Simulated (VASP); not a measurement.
Wanted: the native input for a VASP 6.6.1 run.

```
Task                   : electric field gradients
Functional             : LDA
Potentials or basis    : VASP PAW LDA potentials, release 64 (Ta_pv, Ru_pv)
Cutoff                 : 400 eV
k mesh                 : 13 × 13 × 13
Occupations            : fermi-dirac, width 0.03 eV
Spin                   : no spin polarisation
Dipole correction      : no
Further INCAR settings : ALGO = Normal; EDIFF = 1e-08; NBANDS = 20
```

The structure of TaRu lies in POSCAR:

```
TaRu
1.0
    3.2188700000      0.0000000000      0.0000000000
    0.0000000000      3.2188700000      0.0000000000
    0.0000000000      0.0000000000      3.1870000000
Ta Ru
1 1
Direct
    0.5000000000      0.5000000000      0.5000000000
    0.0000000000      0.0000000000      0.0000000000
```

This cell differs from its parent crystal: equal xx and yy strain of +1 %.

One way to write it, as run:

INCAR

```
SYSTEM = TaRu
  ALGO = Normal
  EDIFF = 1E-8
  ENCUT = 400
  GGA = CA
  GGA_COMPAT = .False.
  ISIF = 2
  ISMEAR = -1
  LASPH = .True.
  LCHARG = .False.
  LEFG = .True.
  LREAL = .False.
  LWAVE = .False.
  NBANDS = 20
  NELM = 120
  PREC = Accurate
  SIGMA = 0.03
```

KPOINTS

```
k-points
0
Gamma
  13 13 13
  0 0 0
```

Potentials or basis: VASP PAW LDA potentials, release 64 (Ta_pv, Ru_pv).

Run with:

```bash
$ cat potpaw_LDA.64/Ta_pv/POTCAR potpaw_LDA.64/Ru_pv/POTCAR > POTCAR
$ mpirun -np 1 vasp_std > vasp.out
```

It gave:

```
Pressure                                : -20.0 GPa
Band gap on the k mesh                  : zero (an odd number of electrons rules out a gap without spin polarisation)
Largest electric field gradient by atom : Ta +0.6; Ru -1.9 V/Å²
```

Caveat: the cell differs from its parent crystal (equal xx and yy strain of +1 %); the cell stands under tension; without QUAD_EFG the Cq values of the log hold for a quadrupole moment of 1 mb, not for the nuclei; spin-orbit coupling is left out, which moves the levels of the heavy elements.

Wall time 28 s on 1 thread of Intel(R) Xeon(R) 6975P-C (Granite Rapids), with other jobs on the host, peak memory 0.19 GiB.
